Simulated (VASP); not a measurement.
TmB3Au:

```
Tm B Au
1.0
     1.59990   -7.69735    0.00000
     1.59990    7.69735    0.00000
     0.00000    0.00000    5.20534
Tm B Au
2 6 2
Direct
  0.12479 0.87521 0.25000
  0.87521 0.12479 0.75000
  0.15311 0.84689 0.75000
  0.75093 0.24907 0.41589
  0.75093 0.24907 0.08411
  0.24907 0.75093 0.91589
  0.24907 0.75093 0.58411
  0.84689 0.15311 0.25000
  0.55522 0.44478 0.75000
  0.44478 0.55522 0.25000
```

The cell was generated, and may not be a known phase.

| Property | Result |
| --- | --- |
| Program | VASP 6.6.1 |
| Task | relaxation of cell and atoms |
| Functional | PBE |
| Potentials or basis | VASP PAW PBE potentials, release 64 (Tm_3, B, Au), 4f in core |
| Cutoff | 500 eV |
| k mesh | 6 × 6 × 4 |
| Occupations | gaussian, width 0.1 eV |
| Spin | no spin polarisation |

At the start: pressure -0.1 GPa; volume 12.82 Å³/atom.

Question: Where does the relaxation end?

Answer: Over 8 steps the energy falls by 7.3 meV/atom; space group Cmcm (No. 63, to 0.1 Å) before and after.

The path:
```
step  energy change (eV)  largest force (eV/Å)  pressure (GPa)  volume (Å³)
   1              0.0000                0.4291           -0.08       128.21
   2             -0.0425                0.2300           -0.21       128.08
   3             -0.0587                0.2533           -0.25       127.93
   4             -0.0674                0.0966            0.36       127.46
   5             -0.0679                0.1224            0.56       127.31
   6             -0.0724                0.0812           -0.01       128.06
   7             -0.0724                0.0836           -0.03       128.09
   8             -0.0735                0.0328           -0.10       128.20
```

Final structure:
```
CELL_PARAMETERS angstrom
1.57304 -7.83028 0.00000
1.57304 7.83028 0.00000
0.00000 0.00000 5.20416
ATOMIC_POSITIONS crystal
Tm 0.12813 0.87187 0.25000
Tm 0.87187 0.12813 0.75000
B 0.15282 0.84718 0.75000
B 0.75283 0.24717 0.41607
B 0.75283 0.24717 0.08393
B 0.24717 0.75283 0.91607
B 0.24717 0.75283 0.58393
B 0.84718 0.15282 0.25000
Au 0.55185 0.44815 0.75000
Au 0.44815 0.55185 0.25000
```
